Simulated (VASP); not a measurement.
# Al (Im-3m) in VASP: settings compared

Aim: see how the results for Al move with the level of theory and the settings. Levels: PBEsol, PBEsol+D3(BJ). Tasks: single point, relaxation of cell and atoms.

All numbers are computed with VASP 6.6.1; they aren't measurements. Logs are shortened: lines on timing, memory, paths and dates and some standing lists are left out, and cuts for length are marked.

### Step 1. The cell of the first run

It takes space group Im-3m (No. 229, cubic). Conventional cell: a = 3.213 Å, b = 3.213 Å, c = 3.213 Å, α = 90.00°, β = 90.00°, γ = 90.00°. Within 3.7 Å of Al (site symmetry m-3m) lie 14 Al at 2.78 to 3.21 Å.

### Step 2. Single point, PBEsol

INCAR reads:

```
SYSTEM = Al
PREC = Accurate
ENCUT = 520
EDIFF = 1E-6
ISMEAR = -1
SIGMA = 0.05
LREAL = .FALSE.
LASPH = .TRUE.
NELM = 100
ALGO = Fast
ISIF = 2
LWAVE = .FALSE.
LCHARG = .TRUE.
GGA = PS
LELF = .TRUE.
LVHAR = .TRUE.
NBANDS = 8
```

KPOINTS reads:

```
Automatic mesh
0
G
  12 12 12
  0 0 0
```

POSCAR reads:

```
Al
1.0
   -1.6066449309      1.6066449309      1.6066449309
    1.6066449309     -1.6066449309      1.6066449309
    1.6066449309      1.6066449309     -1.6066449309
Al
1
Direct
    0.0000000000      0.0000000000      0.0000000000
```

Potentials or basis: VASP PAW PBE potentials, release 64 (Al).

Launch:

```bash
cat potpaw_PBE.64/Al/POTCAR > POTCAR
mpirun -np 1 vasp_std > vasp.out
```

OUTCAR:

```text
SYSTEM = Al
   PREC = Accurate
   ENCUT = 520
   EDIFF = 1E-6
   ISMEAR = -1
   LREAL = .FALSE.
   LASPH = .TRUE.
   NELM = 100
   ISIF = 2
   GGA = PS

 ion  position               nearest neighbor table
   1  0.000  0.000  0.000-

  LATTYP: Found a body centered cubic cell.
 ALAT       =     3.2132898618

  Lattice vectors:

 A1 = (  -1.6066449309,   1.6066449309,   1.6066449309)
 A2 = (   1.6066449309,  -1.6066449309,   1.6066449309)
 A3 = (   1.6066449309,   1.6066449309,  -1.6066449309)

Analysis of symmetry for initial positions (statically):
=====================================================================
 Subroutine PRICEL returns:
 Original cell was already a primitive cell.

 Routine SETGRP: Setting up the symmetry group for a
 body centered cubic supercell.

 Subroutine GETGRP returns: Found 48 space group operations
[... 9 lines left out ...]

 Routine SETGRP: Setting up the symmetry group for a
 body centered cubic supercell.

 Subroutine GETGRP returns: Found 48 space group operations
[... 11 lines left out ...]
                                     Primitive cell

  volume of cell :      16.5890

  direct lattice vectors                    reciprocal lattice vectors
    -1.606644931  1.606644931  1.606644931     0.000000000  0.311207530  0.311207530
     1.606644931 -1.606644931  1.606644931     0.311207530  0.000000000  0.311207530
     1.606644931  1.606644931 -1.606644931     0.311207530  0.311207530  0.000000000

  length of vectors
     2.782790650  2.782790650  2.782790650     0.440113909  0.440113909  0.440113909

  position of ions in fractional coordinates (direct lattice)
     0.000000000  0.000000000  0.000000000

  ion indices of the primitive-cell ions
   primitive index   ion index
                 1           1

----------------------------------------------------------------------------------------

 KPOINTS: Automatic mesh

Automatic generation of k-mesh.
 Grid dimensions read from file:
 generate k-points for:   12   12   12

 Generating k-lattice:

  Cartesian coordinates                     Fractional coordinates (reciprocal lattice)
     0.000000000  0.025933961  0.025933961     0.083333333  0.000000000  0.000000000
     0.025933961  0.000000000  0.025933961     0.000000000  0.083333333  0.000000000
     0.025933961  0.025933961  0.000000000     0.000000000  0.000000000  0.083333333

  Length of vectors
     0.036676159  0.036676159  0.036676159

  Shift w.r.t. Gamma in fractional coordinates (k-lattice)
[... 46 lines left out ...]
   ISPIN  =      1    spin polarized calculation?
   LNONCOLLINEAR =      F non collinear calculations
   LSORBIT =      F    spin-orbit coupling
   LASPH  =      T    aspherical Exc in radial PAW
   ENCUT  =  520.0 eV  38.22 Ry    6.18 a.u.   5.17  5.17  5.17*2*pi/ulx,y,z
   NELM   =    100;   NELMIN=  2; NELMDL= -5     # of ELM steps
   EDIFF  = 0.1E-05   stopping-criterion for ELM
   LREAL  =      F    real-space projection
   EDIFFG = 0.1E-04   stopping-criterion for IOM
   NSW    =      0    number of steps for IOM
   IBRION =     -1    ionic relax: 0-MD 1-quasi-New 2-CG
   NFREE  =      0    steps in history (QN), initial steepest desc. (CG)
   ISIF   =      2    stress and relaxation
   ISYM   =      2    0-nonsym 1-usesym 2-fastsym
   POTIM  = 0.5000    time-step for ionic-motion
   TEBEG  =    0.0;   TEEND  =   0.0 temperature during run
   PSTRESS=    0.0 pullay stress
   NELECT =       3.0000    total number of electrons
   NUPDOWN=      -1.0000    fix difference up-down
   EMIN   =  10.00;   EMAX   =-10.00  energy-range for DOS
   EFERMI =   0.00;   METHOD = LEGACY
   ISMEAR =    -1;   SIGMA  =   0.05  broadening in eV -4-tet -1-fermi 0-gaus
   EFERMI_NEDOS =   21; number of points for ismear=-14 and -15
   IALGO  =     68    algorithm
   IMIX   =      4    mixing-type and parameters
     AMIX     =   0.40;   BMIX     =  1.00
     AMIX_MAG =   1.60;   BMIX_MAG =  1.00
  volume/ion in A,a.u.               =      16.59       111.95
  Fermi-wavevector in a.u.,A,eV,Ry     =   0.925782  1.749474 11.661174  0.857072
  Thomas-Fermi vector in A             =   2.051673
   LORBIT       =      0    0 simple, 1 ext, 2 COOP (PROOUT), +10 PAW based schemes
   GGA     = PS    functional components
   LHFCALC =     F    Hartree Fock is set to
   AEXX    =    0.0000 exact exchange contribution
   IVDW    =     0    specifies the selected vdW correction
   LEPSILON=     F    determine dielectric tensor
   LRPA    =     F    only Hartree local field effects (RPA)
 non-spin polarized calculation
 RMM-DIIS sequential band-by-band and
  energy-cutoff  :      520.00
  volume of cell :       16.59
 maximum number of plane-waves:       468
 NGX is ok and might be reduce to    24
   NGX = 11   NGY = 11   NGZ = 11

 number of electron       3.0000000 magnetization

 Free energy of the ion-electron system (eV)
  ---------------------------------------------------
  ext. energy  EPLUGINS =         0.00000000
  ---------------------------------------------------
  free energy    TOTEN  =        -3.99041731 eV

  energy without entropy =       -3.98641050  energy(sigma->0) =       -3.98841391

 E-fermi :   7.8668     XC(G=0): -10.2411

 val. band max:        7.7788892042   @ k =   0.3333   0.0833   0.0000
 cond. band min:       7.8683510267   @ k =   0.3333   0.2500   0.0833
 fundamental gap:      0.0894618225
 Fermi energy:         7.8668011196

 k-point     1 :       0.0000    0.0000    0.0000
  band No.  band energies     occupation
      1      -3.1940      2.00000
      2      21.1046      0.00000
      3      21.1046      0.00000
      4      21.1046      0.00000
      5      22.4950      0.00000
      6      22.4950      0.00000
      7      22.4950      0.00000
      8      24.1387      0.00000
[... 243 lines left out ...]
 k-point    24 :       0.4167    0.0833    0.0833
  band No.  band energies     occupation
      1       3.9657      2.00000
      2       4.4315      2.00000
      3      12.8242      0.00000
      4      13.4351      0.00000
      5      21.7837      0.00000
      6      22.3082      0.00000
      7      28.7252      0.00000
      8      29.9839      0.00000

 [... further k-points ...]
[... 5 lines left out ...]
  --------------------------------------------------------------------------------------
  -------------------------------------------------------------------------------------
  Total        0.0069970      0.0069970      0.0069970      0.0000000      0.0000000      0.0000000
  in kB        0.6757722      0.6757722      0.6757722      0.0000000      0.0000000      0.0000000
  external PRESSURE =       0.6757722 kB  Pullay stress =       0.0000000 kB

 VOLUME and BASIS-vectors are now :
 -----------------------------------------------------------------------------
  energy-cutoff  :      520.00
  volume of cell :       16.59
      direct lattice vectors                 reciprocal lattice vectors
    -1.606644931  1.606644931  1.606644931     0.000000000  0.311207530  0.311207530
     1.606644931 -1.606644931  1.606644931     0.311207530  0.000000000  0.311207530
     1.606644931  1.606644931 -1.606644931     0.311207530  0.311207530  0.000000000

 POSITION                                       TOTAL-FORCE (eV/Angst)
 -----------------------------------------------------------------------------------
      0.00000      0.00000      0.00000        -0.000000      0.000000      0.000000
 -----------------------------------------------------------------------------------
    total drift:                                0.000000     -0.000000     -0.000000

  FREE ENERGIE OF THE ION-ELECTRON SYSTEM (eV)
  ---------------------------------------------------
  free  energy   TOTEN  =        -3.9904173135 eV

  energy  without entropy=       -3.9864104985  energy(sigma->0) =       -3.98841391
```

It took 5.8 s on 1 thread of AMD EPYC 9R45 (Zen 5), shared host; peak memory 0.1 GiB.

What came out:

```yaml
Free_energy: -3.9904 eV
Pressure: 0.1 GPa
```

Caveat: the PAW data sets were made with another functional, which shifts forces and pressure a little.

### Step 3. Single point, PBEsol+D3(BJ)

This run uses another cell than the first one, of 15.90 Å³/atom, 0.959 times its volume.

INCAR reads:

```
PREC = Accurate
ENCUT = 520
EDIFF = 1E-7
ISMEAR = -1
SIGMA = 0.05
LREAL = False
LASPH = True
NELM = 80
ALGO = Normal
ISIF = 2
LWAVE = False
LCHARG = False
GGA = PS
IVDW = 12
NBANDS = 8
```

KPOINTS reads:

```
regular mesh
0
Gamma
  12 12 12
```

POSCAR reads:

```
Al
1.0
   -1.5841763650      1.5841763650      1.5841763650
    1.5841763650     -1.5841763650      1.5841763650
    1.5841763650      1.5841763650     -1.5841763650
Al
1
Direct
    0.0000000000      0.0000000000      0.0000000000
```

Potentials or basis: VASP PAW PBE potentials, release 64 (Al).

Launch:

```bash
cat potpaw_PBE.64/Al/POTCAR > POTCAR
mpirun -np 1 vasp_std > vasp.out
```

Wall time 3.9 s (1 thread of AMD EPYC 9R45 (Zen 5), shared host); peak memory 0.1 GiB.

Results (log left out):

| Property | Result |
| --- | --- |
| Free energy | -4.3130 eV |
| Pressure | 0.1 GPa |
| Dispersion energy per atom | -0.330 eV |

Levels at points of the mesh, in eV from the Fermi level:
```csv
k point,band 1,band 2,band 3,band 4
"(0.00, 0.00, 0.00)",-11.37,13.48,13.48,13.48
"(0.50, 0.00, 0.00)",-4.44,-3.89,8.36,8.45
"(0.50, 0.50, 0.50)",1.94,1.94,1.94,2.93
```

Caveat: the PAW data sets were made with another functional, which shifts forces and pressure a little; pairwise dispersion overbinds metals, which lowers pressure and volume.

(Continued in part 2 of 2.)
